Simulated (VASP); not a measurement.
# Ga2BAs3 (Amm2) in VASP: single point with PBE

Aim: the single point of Ga2BAs3 with PBE.

All numbers are computed with VASP 6.6.1; they aren't measurements. Logs are shortened: lines on timing, memory, paths and dates and some standing lists are left out, and cuts for length are marked.

## Step 1: The cell of the first run

The structure is orthorhombic, space group Amm2 (No. 38). Conventional cell: a = 5.308 Å, b = 8.255 Å, c = 5.720 Å, α = 90.00°, β = 90.00°, γ = 90.00°. Ga (site symmetry m) has 2 B at 2.15 to 2.92 Å and 4 As at 2.62 to 2.82 Å and 3 Ga at 3.03 to 3.12 Å within 3.2 Å. B (site symmetry mm2) has 1 As at 1.90 Å and 2 Ga at 2.15 Å within 2.5 Å. Within 3.2 Å of As (site symmetry m) lie 1 As at 2.40 Å and 2 Ga at 2.69 Å. As (site symmetry mm2) has 1 B at 1.90 Å within 2.5 Å.

The cell was generated, and may not be a known phase.

## Step 2: Single point, PBE

File INCAR:

```
PREC = Accurate
ENCUT = 500
EDIFF = 1E-6
ISMEAR = 0
SIGMA = 0.2
LREAL = F
LASPH = T
NELM = 120
ALGO = Normal
ISIF = 2
LWAVE = F
LCHARG = F
GGA = PE
NBANDS = 31
GGA_COMPAT = F
```

File KPOINTS:

```
regular mesh
0
Gamma
  3 4 4
```

File POSCAR:

```
Ga2BAs3
1.0
    5.3080505328      0.0000000000      0.0000000000
    0.0000000000      4.1276543762      2.8598036397
    0.0000000000     -4.1276543762      2.8598036397
Ga B As
2 1 3
Direct
    0.0000000000      0.4994117293      0.8777103321
    0.0000000000      0.8777103321      0.4994117293
    0.0000000000      0.9457369493      0.9457369493
    0.5000000000      0.7913281984      0.5005537692
    0.5000000000      0.5005537692      0.7913281984
    0.0000000000      0.2783228616      0.2783228616
```

Potentials or basis: VASP PAW PBE potentials, release 64 (Ga_d, B, As).

Command:

```sh
cat potpaw_PBE.64/Ga_d/POTCAR potpaw_PBE.64/B/POTCAR potpaw_PBE.64/As/POTCAR > POTCAR
mpirun -np 1 vasp_std > vasp.out
```

OUTCAR:

```text
PREC = Accurate
   ENCUT = 500
   EDIFF = 1E-6
   ISMEAR = 0
   LREAL = F
   LASPH = T
   NELM = 120
   ISIF = 2
   GGA = PE

 ion  position               nearest neighbor table
   1  0.000  0.499  0.878-   3 2.15   6 2.62   5 2.69   5 2.69   6 2.82
   2  0.000  0.878  0.499-   3 2.15   6 2.62   4 2.69   4 2.69   6 2.82
   3  0.000  0.946  0.946-   6 1.90   2 2.15   1 2.15
   4  0.500  0.791  0.501-   5 2.40   2 2.69   2 2.69
   5  0.500  0.501  0.791-   4 2.40   1 2.69   1 2.69
   6  0.000  0.278  0.278-   3 1.90   2 2.62   1 2.62   1 2.82   2 2.82

  LATTYP: Found a base centered orthorhombic cell.
 ALAT       =     5.7196072794
 B/A-ratio  =     1.4433348916
 C/A-ratio  =     0.9280445795

  Lattice vectors:

 A1 = (   0.0000000000,   4.1276543762,   2.8598036397)
 A2 = (   0.0000000000,  -4.1276543762,   2.8598036397)
 A3 = (   5.3080505328,   0.0000000000,   0.0000000000)

Analysis of symmetry for initial positions (statically):
=====================================================================
 Subroutine PRICEL returns:
 Original cell was already a primitive cell.

 Routine SETGRP: Setting up the symmetry group for a
 base centered orthorhombic supercell.

 Subroutine GETGRP returns: Found  4 space group operations
 (whereof  4 operations were pure point group operations)
 out of a pool of  8 trial point group operations.

The static configuration has the point symmetry C_2v.

Analysis of symmetry for dynamics (positions and initial velocities):
=====================================================================
 Subroutine PRICEL returns:
 Original cell was already a primitive cell.

 Routine SETGRP: Setting up the symmetry group for a
 base centered orthorhombic supercell.

 Subroutine GETGRP returns: Found  4 space group operations
 (whereof  4 operations were pure point group operations)
 out of a pool of  8 trial point group operations.

The dynamic configuration has the point symmetry C_2v.

 Subroutine INISYM returns: Found  4 space group operations
 (whereof  4 operations are pure point group operations),
 and found     1 'primitive' translations

----------------------------------------------------------------------------------------

                                     Primitive cell

  volume of cell :     125.3154

  direct lattice vectors                    reciprocal lattice vectors
[... 86 lines left out ...]
   EDIFFG = 0.1E-04   stopping-criterion for IOM
   NSW    =      0    number of steps for IOM
   IBRION =     -1    ionic relax: 0-MD 1-quasi-New 2-CG
   NFREE  =      0    steps in history (QN), initial steepest desc. (CG)
   ISIF   =      2    stress and relaxation
   ISYM   =      2    0-nonsym 1-usesym 2-fastsym
   POTIM  = 0.5000    time-step for ionic-motion
   TEBEG  =    0.0;   TEEND  =   0.0 temperature during run
   PSTRESS=    0.0 pullay stress
   NELECT =      44.0000    total number of electrons
   NUPDOWN=      -1.0000    fix difference up-down
   EMIN   =  10.00;   EMAX   =-10.00  energy-range for DOS
   EFERMI =   0.00;   METHOD = LEGACY
   ISMEAR =     0;   SIGMA  =   0.20  broadening in eV -4-tet -1-fermi 0-gaus
   EFERMI_NEDOS =   21; number of points for ismear=-14 and -15
   IALGO  =     38    algorithm
   IMIX   =      4    mixing-type and parameters
     AMIX     =   0.40;   BMIX     =  1.00
     AMIX_MAG =   1.60;   BMIX_MAG =  1.00
  volume/ion in A,a.u.               =      20.89       140.95
  Fermi-wavevector in a.u.,A,eV,Ry     =   1.154935  2.182511 18.148468  1.333875
  Thomas-Fermi vector in A             =   2.291568
   LORBIT       =      0    0 simple, 1 ext, 2 COOP (PROOUT), +10 PAW based schemes
   GGA     = PE    functional components
   LHFCALC =     F    Hartree Fock is set to
   AEXX    =    0.0000 exact exchange contribution
   IVDW    =     0    specifies the selected vdW correction
   LEPSILON=     F    determine dielectric tensor
   LRPA    =     F    only Hartree local field effects (RPA)
 non-spin polarized calculation
 Gauss-broadening in eV      SIGMA  =   0.20
  energy-cutoff  :      500.00
  volume of cell :      125.32
 maximum number of plane-waves:      3197
 NGX is ok and might be reduce to    40
   NGX = 19   NGY = 19   NGZ = 19

 number of electron      43.9999994 magnetization

 Free energy of the ion-electron system (eV)
  ---------------------------------------------------
  ext. energy  EPLUGINS =         0.00000000
  ---------------------------------------------------
  free energy    TOTEN  =       -23.54690224 eV

  energy without entropy =      -23.49291025  energy(sigma->0) =      -23.51990625

 E-fermi :   3.8497     XC(G=0):  -9.7071

 val. band max:        3.8374056257   @ k =   0.0000   0.0000   0.0000
 cond. band min:       3.8780772386   @ k =   0.3333   0.2500   0.0000
 fundamental gap:      0.0406716128
 Fermi energy:         3.8496904054

 k-point     1 :       0.0000    0.0000    0.0000
  band No.  band energies     occupation
      1     -11.2394      2.00000
      2     -11.2018      2.00000
      3     -11.1744      2.00000
      4     -11.1349      2.00000
      5     -11.1145      2.00000
      6     -11.1032      2.00000
[... 465 lines left out ...]
     30       9.4686      0.00000
     31      10.0737      0.00000

------------------------ aborting loop because EDIFF is reached ----------------------------------------

  FORCE on cell =-STRESS in cart. coord.  units (eV):
  Direction    XX          YY          ZZ          XY          YZ          ZX
  --------------------------------------------------------------------------------------
  -------------------------------------------------------------------------------------
  Total        0.2300895      0.0589208      0.2323490      0.0000000      0.0000000      0.0000000
  in kB        2.9417305      0.7533111      2.9706183      0.0000000      0.0000000      0.0000000
  external PRESSURE =       2.2218866 kB  Pullay stress =       0.0000000 kB

 VOLUME and BASIS-vectors are now :
 -----------------------------------------------------------------------------
  energy-cutoff  :      500.00
  volume of cell :      125.32
      direct lattice vectors                 reciprocal lattice vectors
     5.308050533  0.000000000  0.000000000     0.188393082  0.000000000  0.000000000
     0.000000000  4.127654376  2.859803640     0.000000000  0.121134173  0.174837179
     0.000000000 -4.127654376  2.859803640     0.000000000 -0.121134173  0.174837179

 POSITION                                       TOTAL-FORCE (eV/Angst)
 -----------------------------------------------------------------------------------
      0.00000     -1.56149      3.93830         0.000000     -0.038905     -0.001391
      0.00000      1.56149      3.93830         0.000000      0.038905     -0.001391
      0.00000      0.00000      5.40924         0.000000      0.000000     -0.028131
      2.65403      1.20022      3.69453         0.000000     -0.001016      0.002495
      2.65403     -1.20022      3.69453         0.000000      0.001016      0.002495
      0.00000      0.00000      1.59190         0.000000      0.000000      0.025924
 -----------------------------------------------------------------------------------
    total drift:                               -0.000000     -0.000000      0.000216

  FREE ENERGIE OF THE ION-ELECTRON SYSTEM (eV)
  ---------------------------------------------------
  free  energy   TOTEN  =       -23.5469022421 eV

  energy  without entropy=      -23.4929102519  energy(sigma->0) =      -23.51990625
```

OSZICAR:

```text
N       E                     dE             d eps       ncg     rms          rms(c)
DAV:   1     0.314250480728E+03    0.31425E+03   -0.19162E+04   924   0.176E+03
DAV:   2     0.162764955123E+02   -0.29797E+03   -0.28542E+03   952   0.464E+02
DAV:   3    -0.230909852631E+02   -0.39367E+02   -0.38304E+02  1030   0.124E+02
DAV:   4    -0.246611198027E+02   -0.15701E+01   -0.15593E+01  1075   0.266E+01
DAV:   5    -0.247019260965E+02   -0.40806E-01   -0.40785E-01  1039   0.385E+00    0.606E+00
DAV:   6    -0.235903800493E+02    0.11115E+01   -0.56617E+00  1180   0.133E+01    0.268E+00
DAV:   7    -0.235571282017E+02    0.33252E-01   -0.81609E-01   987   0.404E+00    0.172E+00
DAV:   8    -0.235487767167E+02    0.83515E-02   -0.10454E-01  1109   0.176E+00    0.653E-01
DAV:   9    -0.235465421147E+02    0.22346E-02   -0.16653E-02  1108   0.645E-01    0.125E-01
DAV:  10    -0.235467806341E+02   -0.23852E-03   -0.21522E-03   973   0.268E-01    0.426E-02
DAV:  11    -0.235468565035E+02   -0.75869E-04   -0.21313E-04  1120   0.822E-02    0.247E-02
DAV:  12    -0.235468932907E+02   -0.36787E-04   -0.48804E-05  1048   0.316E-02    0.614E-03
DAV:  13    -0.235469015151E+02   -0.82244E-05   -0.11355E-05   883   0.167E-02    0.287E-03
DAV:  14    -0.235469022421E+02   -0.72700E-06   -0.19760E-06   806   0.625E-03
   1 F= -.23546902E+02 E0= -.23519906E+02  d E =-.539920E-01
```

It took 1.8 min on 1 thread of Intel Xeon 8259CL, shared host; peak memory 0.23 GiB.

Results:

| Quantity | Value |
| --- | --- |
| Free energy | -23.5469 eV |
| Pressure | 0.2 GPa |
| Largest force | 0.039 eV/Å |
| Band gap on the k mesh | zero (bands 22 and 23 overlap by 1.67 eV) |

Forces on the atoms (eV/Å):
```
Ga   0.000 -0.039 -0.001
Ga   0.000  0.039 -0.001
B    0.000  0.000 -0.028
As   0.000 -0.001  0.002
As   0.000  0.001  0.002
As   0.000  0.000  0.026
```

Caveat: the k points lie up to 0.39 Å⁻¹ apart, too coarse for converged energies and pressures of a metal.

The gap in the log of VASP goes by the Fermi energy; the results here count the filled bands.